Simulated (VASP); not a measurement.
Set up this calculation in VASP 6.6.1, as the native input.

| Property | Result |
| --- | --- |
| Task | relaxation of cell and atoms |
| Functional | PBE |
| Potentials or basis | VASP PAW PBE potentials, release 64 (Sb, Pt) |
| Cutoff | 600 eV |
| k mesh | 10 × 10 × 10 |
| Occupations | gaussian, width 0.1 eV |
| Spin | no spin polarisation |
| Dipole correction | no |
| Further INCAR settings | ALGO = Normal; EDIFF = 1e-07; IBRION = 2; EDIFFG = -0.01; NSW = 100; ISIF = 3 |

The structure of Sb2Pt lies in POSCAR:

```
Sb2Pt
1.0
    0.0000000000      3.3222941546      3.3222941546
    3.3222941546      0.0000000000      3.3222941546
    3.3222941546      3.3222941546      0.0000000000
Sb Pt
2 1
Direct
    0.2500000000      0.2500000000      0.2500000000
    0.7500000000      0.7500000000      0.7500000000
    0.0000000000      0.0000000000      0.0000000000
```

The cell was generated, and may not be a known phase.

These files were run (other wordings do the same):

INCAR

```
SYSTEM = Sb2Pt
PREC = Accurate ; ENCUT = 600
EDIFF = 1E-7 ; ISMEAR = 0
SIGMA = 0.1 ; LREAL = .FALSE.
LASPH = .TRUE. ; NELM = 60
ALGO = Normal ; ISIF = 3
LWAVE = .FALSE. ; LCHARG = .FALSE.
GGA = PE ; IBRION = 2
NSW = 100 ; EDIFFG = -0.01
```

KPOINTS

```
Automatic mesh
0
G
  10 10 10
  0 0 0
```

Potentials or basis: VASP PAW PBE potentials, release 64 (Sb, Pt).

Run with:

```bash
$ cat potpaw_PBE.64/Sb/POTCAR potpaw_PBE.64/Pt/POTCAR > POTCAR
$ mpirun -np 1 vasp_std > vasp.out
```

Results of the run:

```yaml
Relaxed_volume: 24.35 Å³/atom
Relaxed_cell: a = 4.692 Å, b = 4.692 Å, c = 4.692 Å, α = 60.00°, β = 60.00°, γ = 60.00°
Space_group_after_relaxing_to_0.1_Å: Fm-3m (No. 225)
Energy_gained_by_relaxing: 0.1 meV/atom
Ionic_steps: 3
Pressure_after_relaxing: 0.0 GPa
Band_gap_on_the_k_mesh: zero (bands 10 and 11 overlap by 1.94 eV)
```

Caveat: spin-orbit coupling is left out, which moves the levels of the heavy elements.

Run time: 72 s on 1 thread of Intel(R) Xeon(R) 6975P-C (Granite Rapids) (shared host), peak memory 0.28 GiB.
